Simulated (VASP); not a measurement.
Set up this calculation in VASP 6.6.1, as the native input.

| Quantity | Value |
| --- | --- |
| Task | single point |
| Functional | PBE |
| Potentials or basis | VASP PAW PBE potentials, release 64 (Sr_sv, Cl) |
| Cutoff | 520 eV |
| k mesh | 6 × 6 × 6 |
| Occupations | gaussian, width 0.05 eV |
| Spin | no spin polarisation |
| Dipole correction | no |
| Further INCAR settings | ALGO = Normal; EDIFF = 1e-06; NBANDS = 19 |

The structure of SrCl2 lies in POSCAR:

```
SrCl2
1.0
    0.0000000000      3.4855000000      3.4855000000
    3.4855000000      0.0000000000      3.4855000000
    3.4855000000      3.4855000000      0.0000000000
Sr Cl
1 2
Direct
    0.0000000000      0.0000000000      0.0000000000
    0.2423923385      0.2576076615      0.2500000000
    0.7423923385      0.7576076615      0.7500000000
```

This cell differs from its parent crystal: all Cl atoms moved +0.037 Å, as atom 2 along Cartesian [1 -1 0].

One way to write it, as run:

INCAR

```
PREC = Accurate ; ENCUT = 520
EDIFF = 1E-6 ; ISMEAR = 0
SIGMA = 0.05 ; LREAL = F
LASPH = T ; NELM = 60
ALGO = Normal ; ISIF = 2
LWAVE = F ; LCHARG = T
GGA = PE ; LELF = T
LVHAR = T ; NBANDS = 19
```

KPOINTS

```
regular mesh
0
Gamma
  6 6 6
```

Potentials or basis: VASP PAW PBE potentials, release 64 (Sr_sv, Cl).

Command:

```console
$ cat potpaw_PBE.64/Sr_sv/POTCAR potpaw_PBE.64/Cl/POTCAR > POTCAR
$ mpirun -np 1 vasp_std > vasp.out
```

Results of the run:

```json
{
 "Pressure": "1.2 GPa",
 "Largest force": "0.104 eV/Å",
 "Band gap on the k mesh": "5.35 eV (least direct gap 5.50 eV)"
}
```

Caveat: the cell differs from its parent crystal (all Cl atoms moved +0.037 Å, as atom 2 along Cartesian [1 -1 0]).

Wall time 82 s on 1 thread of Intel(R) Xeon(R) Platinum 8259CL CPU @ 2.50GHz (Skylake/Cascade Lake), with other jobs on the host, peak memory 0.27 GiB.
